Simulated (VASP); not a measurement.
Write the native input for VASP 6.6.1 that does the following.

```yaml
Task: relaxation of cell and atoms
Functional: PBE
Potentials_or_basis: VASP PAW PBE potentials, release 64 (Mo_sv, Se, S)
Cutoff: 600 eV
k_mesh: 2 × 2 × 3
Occupations: gaussian, width 0.15 eV
Spin: collinear spin
Starting_moments: "[1.0, 1.0, 0.0, 0.0, 0.0] μB"
Dipole_correction: no
Further_INCAR_settings: ALGO = Normal; EDIFF = 1e-06; IBRION = 2; EDIFFG = -0.08; NSW = 36; ISIF = 3
```

The structure of Mo2Se2S lies in POSCAR:

```
Mo2Se2S
1.0
    5.6995123200      0.0000000000      0.0000000000
    0.0000000000      5.6995123200      0.0000000000
    0.0000000000      0.0000000000      4.2518996100
Mo Se S
2 2 1
Direct
    0.0000000000      0.0000000000      0.2365762000
    0.0000000000      0.0000000000      0.7634238000
    0.0000000000      0.5000000000      0.0000000000
    0.5000000000      0.0000000000      0.0000000000
    0.5000000000      0.5000000000      0.0000000000
```

The cell was generated, and may not be a known phase.

The input as run:

INCAR

```
PREC = Accurate
ENCUT = 600
EDIFF = 1E-6
ISMEAR = 0
SIGMA = 0.15
LREAL = False
LASPH = True
NELM = 150
ALGO = Normal
ISIF = 3
LWAVE = False
LCHARG = False
ISPIN = 2
MAGMOM = 1 1 0 0 0
LORBIT = 11
LMAXMIX = 4
GGA = PE
IBRION = 2
NSW = 36
EDIFFG = -0.08
```

KPOINTS

```
Automatic mesh
0
Gamma
  2 2 3
```

Potentials or basis: VASP PAW PBE potentials, release 64 (Mo_sv, Se, S).

Command:

```bash
$ cat potpaw_PBE.64/Mo_sv/POTCAR potpaw_PBE.64/Se/POTCAR potpaw_PBE.64/S/POTCAR > POTCAR
$ mpirun -np 1 vasp_std > vasp.out
```

It gave:

```
Relaxed volume                                        : 24.14 Å³/atom
Relaxed cell                                          : a = 5.074 Å, b = 5.074 Å, c = 4.690 Å, α = 90.00°, β = 90.00°, γ = 90.00°
Space group after relaxing (to 0.1 Å)                 : P4/mmm (No. 123)
Energy gained by relaxing                             : 522.7 meV/atom
Ionic steps                                           : 12
Pressure after relaxing                               : -0.1 GPa
Largest force after relaxing                          : 0.061 eV/Å
Band gap on the k mesh                                : zero (filled and empty bands overlap)
Net moment                                            : 0.00 μB per cell
Valence electrons inside the program's atomic spheres : Mo 12.67; Se 3.77; S 3.61
```

Caveat: the k points lie up to 0.62 Å⁻¹ apart in the final cell, too coarse for converged energies and pressures of a metal; atoms lie so close that the PAW spheres overlap strongly, which falsifies energies and pressures; the relaxation stopped at a loose force limit of 0.08 eV/Å, so its end isn't a converged minimum.

Wall time 12 min on 1 thread of Intel(R) Xeon(R) Platinum 8488C (Sapphire Rapids) (shared host), peak memory 0.37 GiB.
